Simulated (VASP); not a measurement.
# Na3LaO3 (I4mm) in VASP: further runs, part 2 of 2

VASP 6.6.1. Earlier steps stand in the parts before.

## 3. Single point, PBE

This run uses another cell than the first one, of 17.90 Å³/atom.

Contents of INCAR:

```
  PREC = Accurate
  ENCUT = 520
  EDIFF = 1E-6
  ISMEAR = 0
  SIGMA = 0.02
  LREAL = F
  LASPH = T
  NELM = 100
  ALGO = Normal
  ISIF = 2
  LWAVE = F
  LCHARG = F
  GGA = PE
  NBANDS = 34
```

Contents of KPOINTS:

```
regular mesh
0
Gamma
  8 8 8
```

Contents of POSCAR:

```
Na3LaO3
1.0
   -2.3220853784      2.3220853784      5.8083392845
    2.3220853784     -2.3220853784      5.8083392845
    2.3220853784      2.3220853784     -5.8083392845
Na La O
3 1 3
Direct
    0.1447196262      0.6447196262      0.5000000000
    0.6447196262      0.1447196262      0.5000000000
    0.9739000498      0.9739000498      0.0000000000
    0.3891718900      0.3891718900      0.0000000000
    0.4460337951      0.9460337951      0.5000000000
    0.9460337951      0.4460337951      0.5000000000
    0.1894687174      0.1894687174      0.0000000000
```

Potentials or basis: VASP PAW PBE potentials, release 64 (Na_pv, La, O).

Command:

```bash
cat potpaw_PBE.64/Na_pv/POTCAR potpaw_PBE.64/La/POTCAR potpaw_PBE.64/O/POTCAR > POTCAR
mpirun -np 1 vasp_std > vasp.out
```

OUTCAR:

```text
PREC = Accurate
   ENCUT = 520
   EDIFF = 1E-6
   ISMEAR = 0
   LREAL = F
   LASPH = T
   NELM = 100
   ISIF = 2
   GGA = PE

 ion  position               nearest neighbor table
   1  0.145  0.645  0.500-   6 2.31   7 2.38   7 2.38
   2  0.645  0.145  0.500-   5 2.31   7 2.38   7 2.38
   3  0.974  0.974  0.000-   5 2.34   6 2.34   6 2.34   5 2.34
   4  0.389  0.389  0.000-   7 2.32   5 2.41   6 2.41   5 2.41   6 2.41
   5  0.446  0.946  0.500-   2 2.31   3 2.34   3 2.34   4 2.41   4 2.41
   6  0.946  0.446  0.500-   1 2.31   3 2.34   3 2.34   4 2.41   4 2.41
   7  0.189  0.189  0.000-   4 2.32   2 2.38   1 2.38   1 2.38   2 2.38
[... 1099 lines left out ...]
  Total       -0.0389493     -0.0389493     -0.0077783      0.0000000      0.0000000      0.0000000
  in kB       -0.4981293     -0.4981293     -0.0994785      0.0000000      0.0000000      0.0000000
  external PRESSURE =      -0.3652457 kB  Pullay stress =       0.0000000 kB

 VOLUME and BASIS-vectors are now :
 -----------------------------------------------------------------------------
  energy-cutoff  :      520.00
  volume of cell :      125.28
      direct lattice vectors                 reciprocal lattice vectors
    -2.322085378  2.322085378  5.808339284     0.000000000  0.215323693  0.086083126
     2.322085378 -2.322085378  5.808339284     0.215323693  0.000000000  0.086083126
     2.322085378  2.322085378 -5.808339284     0.215323693  0.215323693  0.000000000

 POSITION                                       TOTAL-FORCE (eV/Angst)
 -----------------------------------------------------------------------------------
      2.32209      0.00000      1.68116        -0.000000     -0.000000      0.008714
      0.00000      2.32209      1.68116         0.000000      0.000000      0.008714
      0.00000      0.00000     11.31348         0.000000      0.000000     -0.001708
      0.00000      0.00000      4.52088         0.000000      0.000000     -0.008986
      2.32209      0.00000      5.18143        -0.000000      0.000000     -0.016673
      0.00000      2.32209      5.18143         0.000000     -0.000000     -0.016673
      0.00000      0.00000      2.20100        -0.000000     -0.000000      0.026612
 -----------------------------------------------------------------------------------
    total drift:                               -0.000002     -0.000002     -0.001155

  FREE ENERGIE OF THE ION-ELECTRON SYSTEM (eV)
  ---------------------------------------------------
  free  energy   TOTEN  =       -37.7185206901 eV

  energy  without entropy=      -37.7185206901  energy(sigma->0) =      -37.71852069
```

OSZICAR:

```text
N       E                     dE             d eps       ncg     rms          rms(c)
DAV:   1     0.615087956984E+03    0.61509E+03   -0.22112E+04  4076   0.200E+03
DAV:   2     0.106186687946E+03   -0.50890E+03   -0.45912E+03  4330   0.447E+02
DAV:   3    -0.354630391021E+02   -0.14165E+03   -0.13359E+03  6348   0.215E+02
DAV:   4    -0.468579349327E+02   -0.11395E+02   -0.11328E+02  6088   0.621E+01
DAV:   5    -0.474317170449E+02   -0.57378E+00   -0.57322E+00  7070   0.127E+01    0.162E+01
DAV:   6    -0.386933083165E+02    0.87384E+01   -0.59428E+01  6504   0.490E+01    0.821E+00
DAV:   7    -0.380943321772E+02    0.59898E+00   -0.52772E+00  5696   0.191E+01    0.366E+00
DAV:   8    -0.377227730322E+02    0.37156E+00   -0.10774E+00  6384   0.803E+00    0.803E-01
DAV:   9    -0.377142447180E+02    0.85283E-02   -0.13949E-01  6890   0.289E+00    0.467E-01
DAV:  10    -0.377157041589E+02   -0.14594E-02   -0.16136E-02  6792   0.874E-01    0.206E-01
DAV:  11    -0.377178530688E+02   -0.21489E-02   -0.59246E-03  5948   0.473E-01    0.125E-01
DAV:  12    -0.377182803357E+02   -0.42727E-03   -0.27956E-03  5608   0.326E-01    0.656E-02
DAV:  13    -0.377184636871E+02   -0.18335E-03   -0.72209E-04  5608   0.153E-01    0.180E-02
DAV:  14    -0.377185079824E+02   -0.44295E-04   -0.14265E-04  6136   0.704E-02    0.151E-02
DAV:  15    -0.377185180371E+02   -0.10055E-04   -0.31985E-05  4536   0.311E-02    0.406E-03
DAV:  16    -0.377185206642E+02   -0.26271E-05   -0.73192E-06  4432   0.179E-02    0.338E-03
DAV:  17    -0.377185206901E+02   -0.25919E-07   -0.87591E-07  3848   0.100E-02
   1 F= -.37718521E+02 E0= -.37718521E+02  d E =-.329573E-32
```

stdout:

```text
POSCAR found type information on POSCAR NaLaO
 POSCAR found :  3 types and       7 ions
 scaLAPACK will be used
 LDA part: xc-table for (Slater+PW92), standard interpolation
 POSCAR, INCAR and KPOINTS ok, starting setup
 FFT: planning ... GRIDC
 FFT: planning ... GRID_SOFT
 FFT: planning ... GRID
 WAVECAR not read
 entering main loop
```

It took 10 min on 1 thread of Intel Xeon Platinum 8375C at 2.90GHz (Ice Lake), shared host; peak memory 0.51 GiB.

What came out:

```yaml
Free_energy: -37.7185 eV
Pressure: 0.0 GPa
Largest_force: 0.027 eV/Å
Band_gap_on_the_k_mesh: 1.02 eV (least direct gap 1.15 eV)
```

Forces on the atoms (eV/Å):
```
Na   0.000  0.000  0.009
Na   0.000  0.000  0.009
Na   0.000  0.000 -0.002
La   0.000  0.000 -0.009
O    0.000  0.000 -0.017
O    0.000  0.000 -0.017
O    0.000  0.000  0.027
```

Levels at points of the mesh, in eV from the valence-band top:
```csv
k point,band 23,band 24,band 25,band 26,band 27,band 28
"(0.00, 0.00, 0.00)",-0.62,-0.13,-0.13,1.02,5.09,5.09
"(0.50, 0.00, 0.00)",-0.78,-0.72,-0.24,2.92,4.14,5.01
"(0.50, 0.50, 0.00)",-0.99,-0.72,0.00,2.72,4.57,5.29
"(0.50, 0.50, 0.50)",-0.74,-0.18,-0.18,2.39,3.79,5.16
```

Caveat: spin-orbit coupling is left out, which moves the levels of the heavy elements. A k mesh can miss the band edges.
